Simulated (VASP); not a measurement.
Write the native input for VASP 6.6.1 that does the following.

```yaml
Task: single point
Functional: PBEsol
Potentials_or_basis: VASP PAW PBE potentials, release 64 (In_d, Se)
Cutoff: 520 eV
k_mesh: 6 × 6 × 6
Occupations: fermi-dirac, width 0.05 eV
Spin: no spin polarisation
Dipole_correction: no
Further_INCAR_settings: ALGO = Normal; EDIFF = 1e-07; NBANDS = 30
```

The structure of In3Se lies in POSCAR:

```
In3Se
1.0
    4.8669725914      0.0000000000      0.0000000000
    0.0000000000      4.8669725914      0.0000000000
    0.0000000000      0.0000000000      4.8669725914
In Se
3 1
Direct
    0.5000000000      0.5000000000      0.0000000000
    0.5000000000      0.0000000000      0.5000000000
    0.0000000000      0.5000000000      0.5000000000
    0.0000000000      0.0000000000      0.0000000000
```

The input as run:

INCAR

```
PREC = Accurate
ENCUT = 520
EDIFF = 1E-7
ISMEAR = -1
SIGMA = 0.05
LREAL = F
LASPH = T
NELM = 100
ALGO = Normal
ISIF = 2
LWAVE = F
LCHARG = F
GGA = PS
NBANDS = 30
```

KPOINTS

```
regular mesh
0
Gamma
  6 6 6
```

Potentials or basis: VASP PAW PBE potentials, release 64 (In_d, Se).

Run with:

```bash
$ cat potpaw_PBE.64/In_d/POTCAR potpaw_PBE.64/Se/POTCAR > POTCAR
$ mpirun -np 1 vasp_std > vasp.out
```

Results of the run:

```yaml
Pressure: -3.9 GPa
```

Caveat: the PAW data sets were made with another functional, which shifts forces and pressure a little.

It took 32 s on 1 thread of AMD EPYC 9R45 96-Core Processor (Zen 5), with other jobs on the host, peak memory 0.2 GiB.
